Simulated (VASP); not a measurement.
Crystal: AlAu.

```xyz
2
Lattice="3.2239 0.0000 0.0000 0.0000 3.2239 0.0000 0.0000 0.0000 3.2239" Properties=species:S:1:pos:R:3 pbc="T T T"
Al    0.0000    0.0000    0.0000
Au    1.6120    1.6120    1.6120
```

| Quantity | Value |
| --- | --- |
| Program | VASP 6.6.1 |
| Task | relaxation of volume and atoms at fixed shape |
| Functional | PBEsol |
| Potentials or basis | VASP PAW PBE potentials, release 64 (Al, Au) |
| Cutoff | 600 eV |
| k mesh | 13 × 13 × 13 |
| Occupations | fermi-dirac, width 0.05 eV |
| Spin | no spin polarisation |

At the start: pressure -5.0 GPa; volume 16.75 Å³/atom.

Where does the relaxation end?

Over 3 steps the energy falls by 11.8 meV/atom and the volume is 16.03 Å³/atom (-4.3 %); space group Pm-3m (No. 221, to 0.05 Å).

The path:
| step | energy change (eV) | largest force (eV/Å) | pressure (GPa) | volume (Å³) |
| --- | --- | --- | --- | --- |
| 1 | 0.0000 | 0.0000 | -4.97 | 33.51 |
| 2 | -0.0105 | 0.0000 | 4.34 | 31.05 |
| 3 | -0.0237 | 0.0000 | -0.01 | 32.06 |

Final structure:
```
Al Au
1.0
     3.17670    0.00000    0.00000
     0.00000    3.17670    0.00000
     0.00000    0.00000    3.17670
Al Au
1 1
Direct
  0.00000 0.00000 0.00000
  0.50000 0.50000 0.50000
```

Caveat: the PAW data sets were made with another functional, which shifts forces and pressure a little.
